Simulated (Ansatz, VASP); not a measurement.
## Al3Ga2As5: VASP beside Ansatz

```
Al Ga As
1.0
    -2.02960    2.02960   14.30303
     2.02960   -2.02960   14.30303
     2.02960    2.02960  -14.30303
Al Ga As
3 2 5
Direct
  0.50000 0.50000 0.00000
  0.70009 0.70009 0.00000
  0.29991 0.29991 0.00000
  0.89995 0.89995 0.00000
  0.10005 0.10005 0.00000
  0.54970 0.04970 0.50000
  0.15039 0.65039 0.50000
  0.75000 0.25000 0.50000
  0.34961 0.84961 0.50000
  0.95030 0.45030 0.50000
```

Alike in both runs: functional PBE; k mesh 6 × 6 × 6; occupations gaussian, width 0.1 eV; no spin polarisation.

Ansatz relaxed the structure, and its values are those at the end. VASP's run is a single point on that final structure, the one shown.

|  | VASP | Ansatz |
| --- | --- | --- |
| version | VASP 6.6.1 | Ansatz 0.2.0 |
| potentials or method | VASP PAW PBE potentials, release 64 (Al, Ga_d, As), cutoff 520 eV | scalar-relativistic, plane waves, PAW |
| valence electrons in the cell | 60 | 110 |

|  | VASP | Ansatz | Ansatz less VASP |
| --- | --- | --- | --- |
| gap on the k mesh at the Fermi level (eV) | 1.01 | 1.01 | -0.002 |
| least direct gap on the mesh (eV) | 1.01 | 1.01 | -0.002 |
| pressure (GPa) | 0.2 | 0.1 | -0.16 |

VASP's potentials hold 60 valence electrons a cell and Ansatz's 110, so a difference there can come from the potentials and not from the codes.
